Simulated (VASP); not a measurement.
# In3GaAs2 (P6/mmm) in VASP: single point with PBE

Aim: the single point of In3GaAs2 with PBE.

Program: VASP 6.6.1. These are calculated values, not measurements. Logs are shortened: lines on timing, memory, paths and dates and some standing lists are left out, and cuts for length are marked.

## 1. The cell of the first run

It takes space group P6/mmm (No. 191, hexagonal). Conventional cell: a = 6.870 Å, b = 6.870 Å, c = 4.172 Å, α = 90.00°, β = 90.00°, γ = 120.00°. Within 3.8 Å of In (site symmetry mmm) lie 4 As at 2.88 Å and 4 In at 3.44 Å. Ga (site symmetry 6/mmm) has 6 As at 3.97 Å and 12 In at 4.02 Å and 2 Ga at 4.17 Å within 5.2 Å. As (site symmetry -6m2) has 6 In at 2.88 Å within 3.8 Å.

## 2. Single point, PBE

INCAR reads:

```
PREC = Accurate ; ENCUT = 520
EDIFF = 1E-6 ; ISMEAR = 0
SIGMA = 0.1 ; LREAL = F
LASPH = T ; NELM = 80
ALGO = Fast ; ISIF = 2
LWAVE = F ; LCHARG = F
GGA = PE ; NBANDS = 40
```

KPOINTS reads:

```
regular mesh
0
Gamma
  6 6 10
```

POSCAR reads:

```
In3GaAs2
1.0
    6.8703513387      0.0000000000      0.0000000000
   -3.4351756694      5.9498987923      0.0000000000
    0.0000000000      0.0000000000      4.1723881780
In Ga As
3 1 2
Direct
    0.0000000000      0.5000000000      0.0000000000
    0.5000000000      0.0000000000      0.0000000000
    0.5000000000      0.5000000000      0.0000000000
    0.0000000000      0.0000000000      0.5000000000
    0.3333333333      0.6666666667      0.5000000000
    0.6666666667      0.3333333333      0.5000000000
```

Potentials or basis: VASP PAW PBE potentials, release 64 (In_d, Ga_d, As).

On the command line:

```console
$ cat potpaw_PBE.64/In_d/POTCAR potpaw_PBE.64/Ga_d/POTCAR potpaw_PBE.64/As/POTCAR > POTCAR
$ mpirun -np 1 vasp_std > vasp.out
```

OUTCAR:

```text
PREC = Accurate
   ENCUT = 520
   EDIFF = 1E-6
   ISMEAR = 0
   LREAL = F
   LASPH = T
   NELM = 80
   ISIF = 2
   GGA = PE

 ion  position               nearest neighbor table
   1  0.000  0.500  0.000-   5 2.88   6 2.88   5 2.88   6 2.88   3 3.44   3 3.44   2 3.44   2 3.44

   2  0.500  0.000  0.000-   5 2.88   6 2.88   5 2.88   6 2.88   1 3.44   1 3.44   3 3.44   3 3.44

   3  0.500  0.500  0.000-   5 2.88   6 2.88   5 2.88   6 2.88   1 3.44   1 3.44   2 3.44   2 3.44

   4  0.000  0.000  0.500-
   5  0.333  0.667  0.500-   1 2.88   1 2.88   2 2.88   2 2.88   3 2.88   3 2.88
   6  0.667  0.333  0.500-   1 2.88   1 2.88   2 2.88   2 2.88   3 2.88   3 2.88

  LATTYP: Found a hexagonal cell.
 ALAT       =     6.8703513387
 C/A-ratio  =     0.6073034656

  Lattice vectors:

 A1 = (   6.8703513387,   0.0000000000,   0.0000000000)
 A2 = (  -3.4351756694,   5.9498987923,   0.0000000000)
 A3 = (   0.0000000000,   0.0000000000,   4.1723881780)

Analysis of symmetry for initial positions (statically):
=====================================================================
 Subroutine PRICEL returns:
 Original cell was already a primitive cell.

 Routine SETGRP: Setting up the symmetry group for a
 hexagonal supercell.

 Subroutine GETGRP returns: Found 24 space group operations
 (whereof 24 operations were pure point group operations)
 out of a pool of 24 trial point group operations.

The static configuration has the point symmetry D_6h.

Analysis of symmetry for dynamics (positions and initial velocities):
=====================================================================
 Subroutine PRICEL returns:
 Original cell was already a primitive cell.

 Routine SETGRP: Setting up the symmetry group for a
 hexagonal supercell.

 Subroutine GETGRP returns: Found 24 space group operations
 (whereof 24 operations were pure point group operations)
 out of a pool of 24 trial point group operations.

The dynamic configuration has the point symmetry D_6h.

 Subroutine INISYM returns: Found 24 space group operations
 (whereof 24 operations are pure point group operations),
 and found     1 'primitive' translations

----------------------------------------------------------------------------------------

                                     Primitive cell

  volume of cell :     170.5584

  direct lattice vectors                    reciprocal lattice vectors
     6.870351339  0.000000000  0.000000000     0.145552964  0.084035043  0.000000000
    -3.435175669  5.949898792  0.000000000     0.000000000  0.168070086  0.000000000
     0.000000000  0.000000000  4.172388178     0.000000000  0.000000000  0.239670893

  length of vectors
     6.870351339  6.870351339  4.172388178     0.168070086  0.168070086  0.239670893

  position of ions in fractional coordinates (direct lattice)
     0.000000000  0.500000000  0.000000000
     0.500000000  0.000000000  0.000000000
     0.500000000  0.500000000  0.000000000
     0.000000000  0.000000000  0.500000000
     0.333333333  0.666666667  0.500000000
     0.666666667  0.333333333  0.500000000

  ion indices of the primitive-cell ions
   primitive index   ion index
                 1           1
                 2           2
                 3           3
                 4           4
                 5           5
                 6           6

----------------------------------------------------------------------------------------

 KPOINTS: regular mesh

Automatic generation of k-mesh.
 Grid dimensions read from file:
 generate k-points for:    6    6   10

 Generating k-lattice:

  Cartesian coordinates                     Fractional coordinates (reciprocal lattice)
     0.024258827  0.014005840  0.000000000     0.166666667  0.000000000  0.000000000
     0.000000000  0.028011681  0.000000000     0.000000000  0.166666667  0.000000000
     0.000000000  0.000000000  0.023967089     0.000000000  0.000000000  0.100000000

  Length of vectors
     0.028011681  0.028011681  0.023967089

  Shift w.r.t. Gamma in fractional coordinates (k-lattice)
     0.000000000  0.000000000  0.000000000

 Subroutine IBZKPT returns following result:
 ===========================================

 Found     42 irreducible k-points:

 Following reciprocal coordinates:
            Coordinates               Weight
  0.000000  0.000000  0.000000      1.000000
  0.166667 -0.000000  0.000000      6.000000
  0.333333 -0.000000  0.000000      6.000000
  0.500000  0.000000  0.000000      3.000000
  0.166667  0.166667  0.000000      6.000000
  0.333333  0.166667  0.000000     12.000000
[... 16 lines left out ...]
  0.166667 -0.000000  0.300000     12.000000
  0.333333 -0.000000  0.300000     12.000000
 [... further k-points ...]
   k-points           NKPTS =     42   k-points in BZ     NKDIM =     42   number of bands    NBANDS=     40
   number of dos      NEDOS =    301   number of ions     NIONS =      6
   total plane-waves  NPLWV =  93312
   dimension x,y,z NGX =    54 NGY =   54 NGZ =   32
   dimension x,y,z NGXF=   108 NGYF=  108 NGZF=   64
   ions per type =               3   1   2
   NGX,Y,Z   is equivalent  to a cutoff of  13.07, 13.07, 12.75 a.u.
   NGXF,Y,Z  is equivalent  to a cutoff of  26.13, 26.13, 25.50 a.u.
 SYSTEM =  unknown system
   PREC   = accura    normal or accurate (medium, high low for compatibility)
   ISTART =      0    job   : 0-new  1-cont  2-samecut
   ICHARG =      2    charge: 1-file 2-atom 10-const
   ISPIN  =      1    spin polarized calculation?
   LNONCOLLINEAR =      F non collinear calculations
   LSORBIT =      F    spin-orbit coupling
   LASPH  =      T    aspherical Exc in radial PAW
   ENCUT  =  520.0 eV  38.22 Ry    6.18 a.u.  12.77 12.77  7.76*2*pi/ulx,y,z
   NELM   =     80;   NELMIN=  2; NELMDL= -5     # of ELM steps
   EDIFF  = 0.1E-05   stopping-criterion for ELM
   LREAL  =      F    real-space projection
   EDIFFG = 0.1E-04   stopping-criterion for IOM
   NSW    =      0    number of steps for IOM
   IBRION =     -1    ionic relax: 0-MD 1-quasi-New 2-CG
   NFREE  =      0    steps in history (QN), initial steepest desc. (CG)
   ISIF   =      2    stress and relaxation
   ISYM   =      2    0-nonsym 1-usesym 2-fastsym
   POTIM  = 0.5000    time-step for ionic-motion
   TEBEG  =    0.0;   TEEND  =   0.0 temperature during run
   PSTRESS=    0.0 pullay stress
   NELECT =      62.0000    total number of electrons
   NUPDOWN=      -1.0000    fix difference up-down
   EMIN   =  10.00;   EMAX   =-10.00  energy-range for DOS
   EFERMI =   0.00;   METHOD = LEGACY
   ISMEAR =     0;   SIGMA  =   0.10  broadening in eV -4-tet -1-fermi 0-gaus
   EFERMI_NEDOS =   21; number of points for ismear=-14 and -15
   IALGO  =     68    algorithm
   IMIX   =      4    mixing-type and parameters
     AMIX     =   0.40;   BMIX     =  1.00
     AMIX_MAG =   1.60;   BMIX_MAG =  1.00
  volume/ion in A,a.u.               =      28.43       191.83
  Fermi-wavevector in a.u.,A,eV,Ry     =   1.168372  2.207902 18.573206  1.365092
  Thomas-Fermi vector in A             =   2.304859
   LORBIT       =      0    0 simple, 1 ext, 2 COOP (PROOUT), +10 PAW based schemes
   GGA     = PE    functional components
   LHFCALC =     F    Hartree Fock is set to
   AEXX    =    0.0000 exact exchange contribution
   IVDW    =     0    specifies the selected vdW correction
   LEPSILON=     F    determine dielectric tensor
   LRPA    =     F    only Hartree local field effects (RPA)
 non-spin polarized calculation
 RMM-DIIS sequential band-by-band and
 Gauss-broadening in eV      SIGMA  =   0.10
  energy-cutoff  :      520.00
  volume of cell :      170.56
 maximum number of plane-waves:      4617
 NGX is ok and might be reduce to    54
   NGX = 25   NGY = 25   NGZ = 15

 number of electron      61.9999970 magnetization

 Free energy of the ion-electron system (eV)
  ---------------------------------------------------
  ext. energy  EPLUGINS =         0.00000000
  ---------------------------------------------------
  free energy    TOTEN  =       -18.66309950 eV

  energy without entropy =      -18.65532019  energy(sigma->0) =      -18.65920985

 E-fermi :   4.8269     XC(G=0):  -9.2799

 val. band max:        4.8032436578   @ k =   0.1667  -0.0000   0.2000
 cond. band min:       4.8429606767   @ k =   0.5000   0.0000   0.2000
 fundamental gap:      0.0397170189
 Fermi energy:         4.8269480919

 k-point     1 :       0.0000    0.0000    0.0000
  band No.  band energies     occupation
      1     -10.6907      2.00000
      2     -10.6907      2.00000
      3     -10.6532      2.00000
      4     -10.6532      2.00000
      5     -10.6466      2.00000
      6     -10.0419      2.00000
[... 32 lines left out ...]
     39       9.0916      0.00000
     40       9.5360      0.00000

 k-point     2 :       0.1667   -0.0000    0.0000
  band No.  band energies     occupation
      1     -10.6907      2.00000
      2     -10.6906      2.00000
      3     -10.6532      2.00000
      4     -10.6531      2.00000
      5     -10.6465      2.00000
      6     -10.0251      2.00000
[... 32 lines left out ...]
     39       8.5692      0.00000
     40       9.1641      0.00000

 k-point     3 :       0.3333   -0.0000    0.0000
  band No.  band energies     occupation
      1     -10.6906      2.00000
      2     -10.6904      2.00000
      3     -10.6531      2.00000
      4     -10.6529      2.00000
      5     -10.6463      2.00000
      6      -9.9840      2.00000
[... 32 lines left out ...]
     39       8.4512      0.00000
     40       9.3524      0.00000

 k-point     4 :       0.5000    0.0000    0.0000
  band No.  band energies     occupation
      1     -10.6906      2.00000
      2     -10.6903      2.00000
      3     -10.6530      2.00000
      4     -10.6528      2.00000
      5     -10.6463      2.00000
      6      -9.9555      2.00000
[... 32 lines left out ...]
     39       8.3446      0.00000
     40       9.1680      0.00000
[... 772 lines left out ...]
     39      10.2200      0.00000
     40      11.0492      0.00000

 k-point    23 :       0.1667   -0.0000    0.3000
  band No.  band energies     occupation
      1     -10.6902      2.00000
      2     -10.6902      2.00000
      3     -10.6554      2.00000
      4     -10.6554      2.00000
      5     -10.6391      2.00000
      6     -10.0413      2.00000
[... 32 lines left out ...]
     39       9.7577      0.00000
     40       9.9534      0.00000

 k-point    24 :       0.3333   -0.0000    0.3000
  band No.  band energies     occupation
      1     -10.6904      2.00000
      2     -10.6903      2.00000
      3     -10.6556      2.00000
      4     -10.6555      2.00000
      5     -10.6390      2.00000
      6     -10.0037      2.00000
[... 32 lines left out ...]
     39       8.8618      0.00000
     40       9.5544      0.00000

 [... further k-points ...]

------------------------ aborting loop because EDIFF is reached ----------------------------------------

  FORCE on cell =-STRESS in cart. coord.  units (eV):
  Direction    XX          YY          ZZ          XY          YZ          ZX
  --------------------------------------------------------------------------------------
  -------------------------------------------------------------------------------------
  Total       -0.0106957     -0.0106957      0.0091161      0.0000000      0.0000000      0.0000000
  in kB       -0.1004724     -0.1004724      0.0856338      0.0000000      0.0000000      0.0000000
  external PRESSURE =      -0.0384370 kB  Pullay stress =       0.0000000 kB

 VOLUME and BASIS-vectors are now :
 -----------------------------------------------------------------------------
  energy-cutoff  :      520.00
  volume of cell :      170.56
      direct lattice vectors                 reciprocal lattice vectors
     6.870351339  0.000000000  0.000000000     0.145552964  0.084035043  0.000000000
    -3.435175669  5.949898792  0.000000000     0.000000000  0.168070086  0.000000000
     0.000000000  0.000000000  4.172388178     0.000000000  0.000000000  0.239670893

 POSITION                                       TOTAL-FORCE (eV/Angst)
 -----------------------------------------------------------------------------------
     -1.71759      2.97495      0.00000        -0.000000      0.000000      0.000000
      3.43518      0.00000      0.00000        -0.000000      0.000000      0.000000
      1.71759      2.97495      0.00000        -0.000000      0.000000      0.000000
      0.00000      0.00000      2.08619        -0.000000      0.000000      0.000000
     -0.00000      3.96660      2.08619        -0.000000     -0.000000      0.000000
      3.43518      1.98330      2.08619         0.000000      0.000000      0.000000
 -----------------------------------------------------------------------------------
    total drift:                                0.000000     -0.000000      0.000000

  FREE ENERGIE OF THE ION-ELECTRON SYSTEM (eV)
  ---------------------------------------------------
  free  energy   TOTEN  =       -18.6630995042 eV

  energy  without entropy=      -18.6553201924  energy(sigma->0) =      -18.65920985
```

Run time: 14 min. Hardware: 1 thread of Intel Xeon 8259CL, shared host; peak memory 0.47 GiB.

What came out:

```yaml
Free_energy: -18.6631 eV
Pressure: 0.0 GPa
Band_gap_on_the_k_mesh: zero (bands 31 and 32 overlap by 2.04 eV)
```

Levels at points of the mesh, in eV from the Fermi level:
```tsv
k point	band 28	band 29	band 30	band 31	band 32	band 33	band 34	band 35
(0.00, 0.00, 0.00)	-2.80	-2.74	-0.52	0.76	1.02	1.02	2.66	2.66
(0.50, 0.00, 0.00)	-1.74	-1.49	-0.84	-0.63	-0.10	1.30	1.52	2.51
(0.00, 0.00, 0.50)	-3.30	-3.30	-1.21	-1.21	-0.39	-0.39	-0.34	2.32
(0.50, 0.00, 0.50)	-2.48	-2.27	-1.67	-0.37	0.24	0.41	1.63	1.70
```

Caveat: spin-orbit coupling is left out, which moves the levels of the heavy elements.
